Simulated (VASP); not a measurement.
A run of VASP 6.6.1 is set up as follows.

Contents of INCAR:

```
SYSTEM = Be
PREC = Accurate
ENCUT = 520
EDIFF = 1E-6
ISMEAR = 1
SIGMA = 0.1
LREAL = .FALSE.
LASPH = .TRUE.
NELM = 80
ALGO = Normal
ISIF = 2
LWAVE = .FALSE.
LCHARG = .TRUE.
LDIPOL = .TRUE.
IDIPOL = 3
DIPOL = 0.5 0.5 0.500
GGA = PS
LELF = .TRUE.
LVHAR = .TRUE.
LVACPOTAV = .TRUE.
NBANDS = 15
```

File KPOINTS:

```
Automatic mesh
0
G
  17 17 1
  0 0 0
```

The input POSCAR:

```
Be
1.0
    2.2575068440      0.0000000000      0.0000000000
    1.1287534220      1.9550582760      0.0000000000
    0.0000000000      0.0000000000     24.8780771680
Be
6
Direct
    0.6666666667      0.6666666667      0.3215682605
    0.0000000000      0.0000000000      0.3929409563
    0.6666666667      0.6666666667      0.4643136521
    0.0000000000      0.0000000000      0.5356863479
    0.6666666667      0.6666666667      0.6070590437
    0.0000000000      0.0000000000      0.6784317395
```

Potentials or basis: VASP PAW PBE potentials, release 64 (Be).

Command:

```sh
$ cat potpaw_PBE.64/Be/POTCAR > POTCAR
$ mpirun -np 1 vasp_std > vasp.out
```

(1) Predict the largest force.

(2) What does it give for the band gap on the k mesh?

Answers

(1) 0.206 eV/Å.

(2) zero (band 6 reaches 0.60 eV, above the bottom of band 7 at -2.61 eV).

Caveat: the PAW data sets were made with another functional, which shifts forces and pressure a little.
